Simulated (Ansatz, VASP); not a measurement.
# One calculation of Tl2AgF4, two programs

```
F Tl Ag
1.0
     0.00000    4.26622    0.00000
     4.26622    0.00000    0.00000
     2.13311    2.13311   -6.60840
F Tl Ag
4 2 1
Direct
  0.15000 0.15000 0.70000
  0.85000 0.85000 0.30000
  0.50000 0.00000 0.00000
  0.00000 0.50000 0.00000
  0.36000 0.36000 0.28000
  0.64000 0.64000 0.72000
  0.00000 0.00000 0.00000
```

Alike in both runs: task single point; functional r2SCAN; k mesh 8 × 8 × 8; no spin polarisation.

|  | VASP | Ansatz |
| --- | --- | --- |
| version | VASP 6.6.1 | Ansatz 0.2.0 |
| potentials or method | VASP PAW PBE potentials, release 64 (F, Tl_d, Ag), cutoff 520 eV | PAW plane waves |
| occupations | fermi-dirac, width 0.1 eV | fermi-dirac |
| valence electrons in the cell | 65 | 73 |

|  | VASP | Ansatz | Ansatz less VASP |
| --- | --- | --- | --- |
| pressure (GPa) | 8.6 | 8.6 | +0.05 |
| rms of the force components (eV/Å) | 0.589 | 0.575 | -0.0143 |

VASP's potentials were made for PBE, not for r2SCAN. VASP's potentials hold 65 valence electrons a cell and Ansatz's 73, so a difference there can come from the potentials and not from the codes.

Neither program's run includes spin-orbit coupling.
